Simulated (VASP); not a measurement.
Here is a VASP 6.6.1 calculation.

Contents of POSCAR:

```
CsPbBr3
1.0
    5.9429613195      0.0000000000      0.0000000000
    0.0000000000      5.9429613195      0.0000000000
    0.0000000000      0.0000000000      5.9429613195
Cs Pb Br
1 1 3
Direct
    0.0000000000      0.0000000000      0.0000000000
    0.5000000000      0.5000000000      0.5000000000
    0.5000000000      0.5000000000      0.0000000000
    0.5000000000      0.0000000000      0.5000000000
    0.0000000000      0.5000000000      0.5000000000
```

File INCAR.step1:

```
SYSTEM = CsPbBr3
PREC = Accurate ; ENCUT = 520
ISMEAR = 0 ; SIGMA = 0.01
LREAL = .False. ; LASPH = .True.
NELM = 60 ; NBANDS = 30
GGA = PE ; ALGO = Normal
EDIFF = 1E-4 ; LWAVE = .True.
LCHARG = .False.
```

Contents of INCAR.step2:

```
SYSTEM = CsPbBr3
PREC = Accurate ; ENCUT = 520
EDIFF = 1E-6 ; ISMEAR = 0
SIGMA = 0.01 ; LREAL = .False.
LASPH = .True. ; NELM = 60
ALGO = Normal ; ISIF = 2
LWAVE = .False. ; LCHARG = .True.
METAGGA = R2SCAN ; LMIXTAU = .True.
LELF = .True. ; LVHAR = .True.
NBANDS = 30 ; ISTART = 1
```

The input KPOINTS:

```
Automatic mesh
0
Gamma
  4 4 4
  0 0 0
```

Potentials or basis: VASP PAW PBE potentials, release 64 (Cs_sv, Pb_d, Br).

The run is started by

```console
$ cat potpaw_PBE.64/Cs_sv/POTCAR potpaw_PBE.64/Pb_d/POTCAR potpaw_PBE.64/Br/POTCAR > POTCAR
$ cp INCAR.step1 INCAR
$ mpirun -np 1 vasp_std > vasp.out
$ cp INCAR.step2 INCAR
$ mpirun -np 1 vasp_std > vasp.out
```

Problem. Estimate the band gap on the k mesh.

Solution. 2.06 eV.

Problem. Estimate the pressure.

Solution. 0.0 GPa.

Caveat: the PAW data sets were made with another functional, which shifts forces and pressure a little; spin-orbit coupling is left out, which moves the levels of the heavy elements. A k mesh can miss the band edges.
